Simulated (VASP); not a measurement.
# Al3BiO (P4mm) in VASP: a series of runs

The runs below take Al3BiO through single point, relaxation of cell and atoms, with PBE.

Program: VASP 6.6.1. These are calculated values, not measurements. Logs are shortened: lines on timing, memory, paths and dates and some standing lists are left out, and cuts for length are marked.

### 1 The cell of the first run

Symmetry: P4mm, No. 99, tetragonal system. Conventional cell: a = 3.903 Å, b = 3.903 Å, c = 7.106 Å, α = 90.00°, β = 90.00°, γ = 90.00°. Within 2.6 Å of Al (site symmetry 2mm) lie 2 O at 1.97 Å. Within 3.5 Å of Al (site symmetry 4mm) lie 4 Al at 2.69 Å and 1 Bi at 2.80 Å and 4 O at 3.49 Å. Bi (site symmetry 4mm) has 5 Al at 2.80 to 3.13 Å and 4 O at 3.51 Å within 3.7 Å. O (site symmetry 4mm) has 4 Al at 1.97 Å within 2.6 Å.

### 2 Single point, PBE

The input, INCAR:

```
SYSTEM = Al3BiO
ALGO = Normal ; EDIFF = 1E-7
ENCUT = 520 ; GGA = PE
ISIF = 2 ; ISMEAR = 0
LASPH = .True. ; LCHARG = .False.
LREAL = .False. ; LWAVE = .False.
NBANDS = 23 ; NELM = 60
PREC = Accurate ; SIGMA = 0.1
```

The input, KPOINTS:

```
k-points
0
Gamma
  4 4 4
  0 0 0
```

The input, POSCAR:

```
Al3BiO
1.0
    3.9026116012      0.0000000000      0.0000000000
    0.0000000000      3.9026116012      0.0000000000
    0.0000000000      0.0000000000      7.1055634949
Al Bi O
3 1 1
Direct
    0.0000000000      0.5000000000      0.7371569767
    0.0000000000      0.0000000000     -0.0021617118
    0.5000000000      0.0000000000      0.7371569767
    0.0000000000      0.0000000000      0.3925375828
    0.5000000000      0.5000000000     -0.3029987944
```

Potentials or basis: VASP PAW PBE potentials, release 64 (Al, Bi_d, O).

Command:

```bash
$ cat potpaw_PBE.64/Al/POTCAR potpaw_PBE.64/Bi_d/POTCAR potpaw_PBE.64/O/POTCAR > POTCAR
$ mpirun -np 1 vasp_std > vasp.out
```

OUTCAR:

```text
SYSTEM = Al3BiO
   EDIFF = 1E-7
   ENCUT = 520
   GGA = PE
   ISIF = 2
   ISMEAR = 0
   LASPH = .True.
   LREAL = .False.
   NELM = 60
   PREC = Accurate

 ion  position               nearest neighbor table
   1  0.000  0.500  0.737-   5 1.97   5 1.97   2 2.69   2 2.69   3 2.76   3 2.76   3 2.76   3 2.76
                             4 3.13   4 3.13
   2  0.000  0.000  0.998-   1 2.69   3 2.69   1 2.69   3 2.69   4 2.80
   3  0.500  0.000  0.737-   5 1.97   5 1.97   2 2.69   2 2.69   1 2.76   1 2.76   1 2.76   1 2.76
                             4 3.13   4 3.13
   4  0.000  0.000  0.393-   2 2.80   1 3.13   3 3.13   1 3.13   3 3.13
   5  0.500  0.500  0.697-   1 1.97   3 1.97   3 1.97   1 1.97

  LATTYP: Found a simple tetragonal cell.
 ALAT       =     3.9026116012
 C/A-ratio  =     1.8207201282

  Lattice vectors:

 A1 = (   3.9026116012,   0.0000000000,   0.0000000000)
 A2 = (   0.0000000000,   3.9026116012,   0.0000000000)
 A3 = (   0.0000000000,   0.0000000000,   7.1055634949)

Analysis of symmetry for initial positions (statically):
=====================================================================
 Subroutine PRICEL returns:
 Original cell was already a primitive cell.

 Routine SETGRP: Setting up the symmetry group for a
 simple tetragonal supercell.

 Subroutine GETGRP returns: Found  8 space group operations
 (whereof  8 operations were pure point group operations)
 out of a pool of 16 trial point group operations.

The static configuration has the point symmetry C_4v.

Analysis of symmetry for dynamics (positions and initial velocities):
=====================================================================
 Subroutine PRICEL returns:
 Original cell was already a primitive cell.

 Routine SETGRP: Setting up the symmetry group for a
 simple tetragonal supercell.

 Subroutine GETGRP returns: Found  8 space group operations
 (whereof  8 operations were pure point group operations)
 out of a pool of 16 trial point group operations.

The dynamic configuration has the point symmetry C_4v.

 Subroutine INISYM returns: Found  8 space group operations
 (whereof  8 operations are pure point group operations),
 and found     1 'primitive' translations

[... 91 lines left out ...]
   ENCUT  =  520.0 eV  38.22 Ry    6.18 a.u.   7.26  7.26 13.21*2*pi/ulx,y,z
   NELM   =     60;   NELMIN=  2; NELMDL= -5     # of ELM steps
   EDIFF  = 0.1E-06   stopping-criterion for ELM
   LREAL  =      F    real-space projection
   EDIFFG = 0.1E-05   stopping-criterion for IOM
   NSW    =      0    number of steps for IOM
   IBRION =     -1    ionic relax: 0-MD 1-quasi-New 2-CG
   NFREE  =      0    steps in history (QN), initial steepest desc. (CG)
   ISIF   =      2    stress and relaxation
   ISYM   =      2    0-nonsym 1-usesym 2-fastsym
   POTIM  = 0.5000    time-step for ionic-motion
   TEBEG  =    0.0;   TEEND  =   0.0 temperature during run
   PSTRESS=    0.0 pullay stress
   NELECT =      30.0000    total number of electrons
   NUPDOWN=      -1.0000    fix difference up-down
   EMIN   =  10.00;   EMAX   =-10.00  energy-range for DOS
   EFERMI =   0.00;   METHOD = LEGACY
   ISMEAR =     0;   SIGMA  =   0.10  broadening in eV -4-tet -1-fermi 0-gaus
   EFERMI_NEDOS =   21; number of points for ismear=-14 and -15
   IALGO  =     38    algorithm
   IMIX   =      4    mixing-type and parameters
     AMIX     =   0.40;   BMIX     =  1.00
     AMIX_MAG =   1.60;   BMIX_MAG =  1.00
  volume/ion in A,a.u.               =      21.64       146.06
  Fermi-wavevector in a.u.,A,eV,Ry     =   1.067445  2.017179 15.503007  1.139439
  Thomas-Fermi vector in A             =   2.203062
   LORBIT       =      0    0 simple, 1 ext, 2 COOP (PROOUT), +10 PAW based schemes
   GGA     = PE    functional components
   LHFCALC =     F    Hartree Fock is set to
   AEXX    =    0.0000 exact exchange contribution
   IVDW    =     0    specifies the selected vdW correction
   LEPSILON=     F    determine dielectric tensor
   LRPA    =     F    only Hartree local field effects (RPA)
 non-spin polarized calculation
 Gauss-broadening in eV      SIGMA  =   0.10
  energy-cutoff  :      520.00
  volume of cell :      108.22
 maximum number of plane-waves:      2928
 NGX is ok and might be reduce to    30
   NGX = 15   NGY = 15   NGZ = 27

 number of electron      29.9999996 magnetization

 Free energy of the ion-electron system (eV)
  ---------------------------------------------------
  ext. energy  EPLUGINS =         0.00000000
  ---------------------------------------------------
  free energy    TOTEN  =       -21.96287704 eV

  energy without entropy =      -21.95106707  energy(sigma->0) =      -21.95697206

 E-fermi :   5.2681     XC(G=0):  -9.1559

 val. band max:        5.2312041611   @ k =   0.2500   0.0000   0.0000
 cond. band min:       5.3687854051   @ k =   0.5000   0.2500   0.0000
 fundamental gap:      0.1375812440
 Fermi energy:         5.2681406586

 k-point     1 :       0.0000    0.0000    0.0000
  band No.  band energies     occupation
      1     -17.2139      2.00000
      2     -17.1839      2.00000
      3     -17.1757      2.00000
      4     -17.1757      2.00000
      5     -17.1403      2.00000
      6     -14.8914      2.00000
[... 457 lines left out ...]
     22       9.5712      0.00000
     23       9.5712      0.00000

------------------------ aborting loop because EDIFF is reached ----------------------------------------

  FORCE on cell =-STRESS in cart. coord.  units (eV):
  Direction    XX          YY          ZZ          XY          YZ          ZX
  --------------------------------------------------------------------------------------
  -------------------------------------------------------------------------------------
  Total       -0.0168921     -0.0168921     -0.0399416      0.0000000     -0.0000000     -0.0000000
  in kB       -0.2500840     -0.2500840     -0.5913258      0.0000000     -0.0000000     -0.0000000
  external PRESSURE =      -0.3638313 kB  Pullay stress =       0.0000000 kB

 VOLUME and BASIS-vectors are now :
 -----------------------------------------------------------------------------
  energy-cutoff  :      520.00
  volume of cell :      108.22
      direct lattice vectors                 reciprocal lattice vectors
     3.902611601  0.000000000  0.000000000     0.256238668  0.000000000  0.000000000
     0.000000000  3.902611601  0.000000000     0.000000000  0.256238668  0.000000000
     0.000000000  0.000000000  7.105563495     0.000000000  0.000000000  0.140734792

 POSITION                                       TOTAL-FORCE (eV/Angst)
 -----------------------------------------------------------------------------------
      0.00000      1.95131      5.23792         0.000000      0.000000      0.001544
      0.00000      0.00000      7.09020         0.000000      0.000000      0.000151
      1.95131      0.00000      5.23792         0.000000      0.000000      0.001544
      0.00000      0.00000      2.78920         0.000000      0.000000     -0.005329
      1.95131      1.95131      4.95259         0.000000     -0.000000      0.002089
 -----------------------------------------------------------------------------------
    total drift:                                0.000000     -0.000000     -0.000031

  FREE ENERGIE OF THE ION-ELECTRON SYSTEM (eV)
  ---------------------------------------------------
  free  energy   TOTEN  =       -21.9628770443 eV

  energy  without entropy=      -21.9510670701  energy(sigma->0) =      -21.95697206
```

stdout:

```text
POSCAR found type information on POSCAR AlBiO
 POSCAR found :  3 types and       5 ions
 scaLAPACK will be used
 LDA part: xc-table for (Slater+PW92), standard interpolation
 POSCAR, INCAR and KPOINTS ok, starting setup
 FFT: planning ... GRIDC
 FFT: planning ... GRID_SOFT
 FFT: planning ... GRID
 WAVECAR not read
 entering main loop
```

It took 55 s on 1 thread of Intel Xeon Platinum 8259CL at 2.50GHz (Skylake/Cascade Lake), shared host; peak memory 0.22 GiB.

What came out:

* Free energy: -21.9629 eV
* Pressure: 0.0 GPa
* Largest force: 0.005 eV/Å
* Band gap on the k mesh: zero (band 15 reaches 6.45 eV, above the bottom of band 16 at 3.70 eV)

Forces in eV/Å, atoms in the order of the input:
```
Al   0.000  0.000  0.002
Al   0.000  0.000  0.000
Al   0.000  0.000  0.002
Bi   0.000  0.000 -0.005
O    0.000  0.000  0.002
```

Levels at points of the mesh, in eV from the Fermi level:
| k point | band 11 | band 12 | band 13 | band 14 | band 15 | band 16 | band 17 | band 18 | band 19 | band 20 |
| --- | --- | --- | --- | --- | --- | --- | --- | --- | --- | --- |
| (0.00, 0.00, 0.00) | -5.39 | -3.49 | 0.76 | 0.96 | 0.96 | 2.14 | 2.14 | 2.50 | 2.83 | 3.79 |
| (0.50, 0.00, 0.00) | -4.87 | -4.05 | -2.88 | -0.96 | 0.30 | 0.38 | 2.81 | 3.07 | 3.39 | 5.09 |
| (0.50, 0.50, 0.00) | -4.63 | -3.12 | -2.00 | -2.00 | -1.57 | -1.57 | 2.34 | 2.34 | 2.57 | 4.79 |
| (0.00, 0.00, 0.50) | -5.02 | -1.93 | -1.52 | 0.80 | 1.19 | 1.19 | 1.63 | 1.63 | 3.53 | 5.01 |
| (0.50, 0.00, 0.50) | -4.51 | -3.69 | -1.97 | -1.94 | -0.13 | 0.50 | 2.07 | 2.27 | 3.77 | 4.36 |
| (0.50, 0.50, 0.50) | -4.64 | -2.44 | -2.44 | -1.17 | -1.17 | -0.84 | 0.28 | 3.02 | 3.61 | 3.61 |

Caveat: the k points lie up to 0.40 Å⁻¹ apart; spin-orbit coupling is left out, which moves the levels of the heavy elements.

### 3 Single point, PBE

This run uses another cell than the first one, of 21.87 Å³/atom, 1.010 times its volume.

The input, INCAR:

```
ALGO = Normal
EDIFF = 1E-6
ENCUT = 520
GGA = PE
ISIF = 2
ISMEAR = 0
LASPH = T
LCHARG = F
LREAL = F
LWAVE = F
NBANDS = 23
NELM = 80
PREC = Accurate
SIGMA = 0.1
```

The input, KPOINTS:

```
k-points
0
Gamma
  10 10 6
```

The input, POSCAR:

```
Al3BiO
1.0
    4.0330898406      0.0000000000      0.0000000000
    0.0000000000      4.0330898406      0.0000000000
    0.0000000000      0.0000000000      6.7224091294
Al Bi O
3 1 1
Direct
    0.0000000000      0.5000000000      0.7263788577
    0.0000000000      0.0000000000      0.9946487861
    0.5000000000      0.0000000000      0.7263788577
    0.0000000000      0.0000000000      0.4080122604
    0.5000000000      0.5000000000      0.7062722682
```

Potentials or basis: VASP PAW PBE potentials, release 64 (Al, Bi_d, O).

Command:

```bash
$ cat potpaw_PBE.64/Al/POTCAR potpaw_PBE.64/Bi_d/POTCAR potpaw_PBE.64/O/POTCAR > POTCAR
$ mpirun -np 1 vasp_std > vasp.out
```

It took 3.2 min on 1 thread of Intel Xeon Platinum 8259CL at 2.50GHz (Skylake/Cascade Lake), shared host; peak memory 0.33 GiB.

It converged, with:

```
Free energy            : -21.8706 eV
Pressure               : -0.1 GPa
Largest force          : 0.003 eV/Å
Band gap on the k mesh : zero (band 15 reaches 6.07 eV, above the bottom of band 16 at 3.85 eV)
```

Forces on the atoms (eV/Å):
```
Al   0.000  0.000  0.000
Al   0.000  0.000  0.003
Al   0.000  0.000  0.000
Bi   0.000  0.000 -0.003
O    0.000  0.000  0.000
```

Levels at points of the mesh, in eV from the Fermi level:
```csv
k point,band 11,band 12,band 13,band 14,band 15,band 16,band 17,band 18,band 19,band 20
"(0.00, 0.00, 0.00)",-5.14,-2.87,0.37,0.45,0.45,2.23,2.23,3.28,3.61,4.22
"(0.50, 0.00, 0.00)",-4.51,-4.19,-2.77,-0.51,-0.23,0.78,2.70,3.33,4.01,5.13
"(0.50, 0.50, 0.00)",-3.86,-3.23,-2.08,-2.08,-1.17,-1.17,2.52,2.52,2.72,5.53
"(0.00, 0.00, 0.50)",-4.31,-1.07,-0.97,0.42,0.63,0.63,1.61,1.61,3.26,4.51
"(0.50, 0.00, 0.50)",-4.07,-3.83,-1.54,-1.51,0.01,0.46,1.78,3.23,3.84,4.14
"(0.50, 0.50, 0.50)",-3.88,-2.48,-2.48,-0.91,-0.91,-0.45,0.85,3.30,4.18,4.18
```

Caveat: spin-orbit coupling is left out, which moves the levels of the heavy elements.

### 4 Relaxation of cell and atoms, PBE

The input, INCAR:

```
SYSTEM = Al3BiO
PREC = Accurate
ENCUT = 600
EDIFF = 1E-7
ISMEAR = 0
SIGMA = 0.1
LREAL = .False.
LASPH = .True.
NELM = 80
ALGO = Normal
ISIF = 3
LWAVE = .False.
LCHARG = .False.
GGA = PE
IBRION = 2
NSW = 100
EDIFFG = -0.01
```

The input, KPOINTS:

```
Automatic mesh
0
Gamma
  10 10 6
  0 0 0
```

The input, POSCAR:

```
Al3BiO
1.0
    3.9026116012      0.0000000000      0.0000000000
    0.0000000000      3.9026116012      0.0000000000
    0.0000000000      0.0000000000      7.1055634949
Al Bi O
3 1 1
Direct
    0.0000000000      0.5000000000      0.7371569767
    0.0000000000      0.0000000000      0.9978382882
    0.5000000000      0.0000000000      0.7371569767
    0.0000000000      0.0000000000      0.3925375828
    0.5000000000      0.5000000000      0.6970012056
```

Command:

```bash
$ cat potpaw_PBE.64/Al/POTCAR potpaw_PBE.64/Bi_d/POTCAR potpaw_PBE.64/O/POTCAR > POTCAR
$ mpirun -np 1 vasp_std > vasp.out
```

It took 61 min on 1 thread of Intel Xeon Platinum 8259CL at 2.50GHz (Skylake/Cascade Lake), shared host; peak memory 0.43 GiB.

The run converged. Its results:

| Property | Result |
| --- | --- |
| Free energy | -21.8728 eV |
| Relaxed volume | 21.83 Å³/atom |
| Relaxed cell | a = 4.034 Å, b = 4.034 Å, c = 6.710 Å, α = 90.00°, β = 90.00°, γ = 90.00° |
| Space group after relaxing (to 0.05 Å) | P4mm (No. 99) |
| Energy gained by relaxing | 10.2 meV/atom |
| Ionic steps | 39 |
| Pressure after relaxing | 0.0 GPa |
| Largest force after relaxing | 0.005 eV/Å |
| Band gap on the k mesh | zero (band 15 reaches 6.08 eV, above the bottom of band 16 at 3.87 eV) |

Forces on the atoms (eV/Å):
```
Al   0.000  0.000 -0.002
Al   0.000  0.000  0.005
Al   0.000  0.000 -0.002
Bi   0.000  0.000  0.004
O    0.000  0.000 -0.003
```

Stress tensor (GPa, compression positive):
```
-0.04  0.00  0.00
 0.00 -0.04  0.00
 0.00  0.00  0.07
```

The path:
```
step  energy change (eV)  largest force (eV/Å)  pressure (GPa)  volume (Å³)
   1              0.0000                0.1088            0.13       108.22
   2             -0.0007                0.0694            0.01       108.50
   3             -0.0009                0.0290           -0.13       108.79
   4             -0.0010                0.0339           -0.13       108.75
   5             -0.0011                0.0253            0.01       108.54
   6             -0.0011                0.0285            0.03       108.50
   7             -0.0013                0.0114            0.02       108.49
   8             -0.0016                0.0395            0.01       108.43
   9             -0.0020                0.1380            0.00       108.33
  10             -0.0020                0.1397           -0.01       108.33
  11             -0.0021                0.1452            0.00       108.32
  12             -0.0023                0.1561            0.00       108.30
  13             -0.0027                0.1777            0.00       108.27
  14             -0.0037                0.2202            0.01       108.20
  15             -0.0063                0.3012            0.06       108.06
  16             -0.0107                0.4497            0.23       107.75
  17              0.0081                0.6998            0.85       107.03
  18             -0.0119                0.4758            0.26       107.68
  19             -0.0116                0.5509            0.41       107.48
  20             -0.0122                0.5018            0.31       107.61
  21             -0.0123                0.5116            0.33       107.59
  22             -0.0124                0.5182            0.34       107.58
  23             -0.0126                0.5272            0.35       107.56
  24             -0.0126                0.5449            0.40       107.53
  25             -0.0127                0.5346            0.37       107.55
  26             -0.0130                0.5316            0.37       107.56
  27             -0.0140                0.5226            0.36       107.59
  28             -0.0159                0.5044            0.33       107.65
  29             -0.0195                0.4682            0.29       107.78
  30             -0.0260                0.3963            0.20       108.03
  31             -0.0357                0.2839            0.05       108.52
  32             -0.0428                0.2251           -0.24       109.51
  33             -0.0450                0.1912           -0.11       109.30
  34             -0.0486                0.0923            0.29       108.68
  35             -0.0488                0.0938            0.43       108.48
  36             -0.0507                0.0342            0.13       108.96
  37             -0.0510                0.0112           -0.02       109.21
  38             -0.0510                0.0087           -0.02       109.20
  39             -0.0510                0.0050            0.00       109.17
```

Final structure:
```cif
data_structure
_symmetry_space_group_name_H-M 'P 1'
_symmetry_Int_Tables_number 1
_cell_length_a 4.0338
_cell_length_b 4.0338
_cell_length_c 6.7096
_cell_angle_alpha 90.000
_cell_angle_beta 90.000
_cell_angle_gamma 90.000
_cell_volume 109.17
loop_
_atom_site_label
_atom_site_type_symbol
_atom_site_fract_x
_atom_site_fract_y
_atom_site_fract_z
_atom_site_occupancy
Al1 Al 0.00000 0.50000 0.72638 1
Al2 Al 0.00000 0.00000 0.99463 1
Al3 Al 0.50000 0.00000 0.72638 1
Bi1 Bi 0.00000 0.00000 0.40792 1
O1 O 0.50000 0.50000 0.70639 1
```

Levels at points of the mesh, in eV from the Fermi level:
```csv
k point,band 12,band 13,band 14,band 15,band 16,band 17,band 18,band 19
"(0.00, 0.00, 0.00)",-2.86,0.37,0.45,0.45,2.23,2.23,3.29,3.61
"(0.50, 0.00, 0.00)",-4.19,-2.77,-0.50,-0.24,0.79,2.71,3.33,4.04
"(0.50, 0.50, 0.00)",-3.24,-2.08,-2.08,-1.17,-1.17,2.53,2.53,2.72
"(0.00, 0.00, 0.50)",-1.05,-0.95,0.42,0.62,0.62,1.61,1.61,3.26
"(0.50, 0.00, 0.50)",-3.83,-1.54,-1.50,0.01,0.48,1.78,3.25,4.15
"(0.50, 0.50, 0.50)",-2.48,-2.48,-0.90,-0.90,-0.44,0.88,3.31,4.20
```

Caveat: spin-orbit coupling is left out, which moves the levels of the heavy elements.

### 5 Overview

| task | cell | k mesh | cutoff (eV) | gap on the mesh (eV) | pressure (GPa) |
| --- | --- | --- | --- | --- | --- |
| single point | a = 3.903, b = 3.903, c = 7.106 Å, 5 atoms | 4 × 4 × 4 | 520 | none | 0.0 |
| single point | a = 4.033, b = 4.033, c = 6.722 Å, 5 atoms | 10 × 10 × 6 | 520 | none | -0.1 |
| relaxation of cell and atoms | relaxed from a = 3.903, b = 3.903, c = 7.106 Å, 5 atoms | 10 × 10 × 6 | 600 | none | 0.0 |

Alike in all rows: level PBE; potentials or basis VASP PAW PBE potentials, release 64 (Al, Bi_d, O); no spin polarisation; smearing gaussian 0.1 eV.

Caveats: some runs use coarse meshes; spin-orbit coupling is left out, which moves the levels of the heavy elements.

Total energies depend on the potentials used, so only differences within one code and one set of settings carry meaning.
